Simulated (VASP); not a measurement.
Write the native input for VASP 6.6.1 that does the following.

| Item | Value |
| --- | --- |
| Task | single point |
| Functional | r2SCAN |
| Potentials or basis | VASP PAW PBE potentials, release 64 (Zr_sv) |
| Cutoff | 520 eV |
| k mesh | 14 × 14 × 14 |
| Occupations | fermi-dirac, width 0.1 eV |
| Spin | no spin polarisation |
| Dipole correction | no |
| Further INCAR settings | ALGO = Normal; EDIFF = 1e-07; NBANDS = 12 |

The system is Zr.

```
CELL_PARAMETERS angstrom
-1.71748 1.71748 1.71748
1.71748 -1.71748 1.71748
1.71748 1.71748 -1.71748
ATOMIC_POSITIONS crystal
Zr 0.00000 0.00000 0.00000
```

This isn't the form of Zr at room conditions, which is hcp.

These files were run (other wordings do the same):

POSCAR

```
Zr
1.0
   -1.7174808312      1.7174808312      1.7174808312
    1.7174808312     -1.7174808312      1.7174808312
    1.7174808312      1.7174808312     -1.7174808312
Zr
1
Direct
    0.0000000000      0.0000000000      0.0000000000
```

INCAR.step1

```
SYSTEM = Zr
PREC = Accurate
ENCUT = 520
ISMEAR = -1
SIGMA = 0.1
LREAL = .False.
LASPH = .True.
NELM = 80
NBANDS = 12
GGA = PE
ALGO = Normal
EDIFF = 1E-4
LWAVE = .True.
LCHARG = .False.
```

INCAR.step2

```
SYSTEM = Zr
PREC = Accurate
ENCUT = 520
EDIFF = 1E-7
ISMEAR = -1
SIGMA = 0.1
LREAL = .False.
LASPH = .True.
NELM = 80
ALGO = Normal
ISIF = 2
LWAVE = .False.
LCHARG = .False.
METAGGA = R2SCAN
LMIXTAU = .True.
NBANDS = 12
ISTART = 1
```

KPOINTS

```
Automatic mesh
0
Gamma
  14 14 14
  0 0 0
```

Potentials or basis: VASP PAW PBE potentials, release 64 (Zr_sv).

Command:

```sh
$ cat potpaw_PBE.64/Zr_sv/POTCAR > POTCAR
$ cp INCAR.step1 INCAR
$ mpirun -np 1 vasp_std > vasp.out
$ cp INCAR.step2 INCAR
$ mpirun -np 1 vasp_std > vasp.out
```

Results of the run:

- Pressure: 13.3 GPa
- Band gap on the k mesh: zero (bands 6 and 7 overlap by 2.18 eV)

Caveat: the cell stands under pressure; the PAW data sets were made with another functional, which shifts forces and pressure a little.

Wall time 2.2 min on 1 thread of Intel Xeon 8259CL (shared host), peak memory 0.15 GiB.
